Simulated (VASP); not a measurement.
Here is a VASP 6.6.1 calculation.

File INCAR:

```
ALGO = Normal ; EDIFF = 1E-6
ENCUT = 520 ; GGA = PE
ISIF = 2 ; ISMEAR = 0
LASPH = T ; LCHARG = T
LELF = T ; LREAL = F
LVHAR = T ; LWAVE = F
NBANDS = 26 ; NELM = 100
PREC = Accurate ; SIGMA = 0.02
```

KPOINTS

```
k-points
0
Gamma
  6 6 4
```

POSCAR

```
Mg2CdSe3
1.0
    4.2478240985      0.0000000000      0.0000000000
   -2.1239120492      3.6787235801      0.0000000000
    0.0000000000      0.0000000000     10.3748638408
Mg Cd Se
2 1 3
Direct
    0.6666666667      0.3333333333      0.3352389017
    0.3333333333      0.6666666667      0.6616494838
    0.0000000000      0.0000000000      0.0025581116
    0.0000000000      0.0000000000      0.2581028918
    0.6666666667      0.3333333333      0.5832753198
    0.3333333333      0.6666666667      0.9091742913
```

Potentials or basis: VASP PAW PBE potentials, release 64 (Mg, Cd, Se).

Run with:

```console
$ cat potpaw_PBE.64/Mg/POTCAR potpaw_PBE.64/Cd/POTCAR potpaw_PBE.64/Se/POTCAR > POTCAR
$ mpirun -np 1 vasp_std > vasp.out
```

Q: Estimate the band gap on the k mesh.

A: 1.57 eV, direct.

Q: What does it give for the pressure?

A: 1.5 GPa.

Forces in eV/Å, atoms in the order of the input:
```
Mg   0.000  0.000  0.001
Mg   0.000  0.000  0.001
Cd   0.000  0.000  0.002
Se   0.000  0.000  0.032
Se   0.000  0.000  0.000
Se   0.000  0.000 -0.036
```

 A k mesh can miss the band edges.
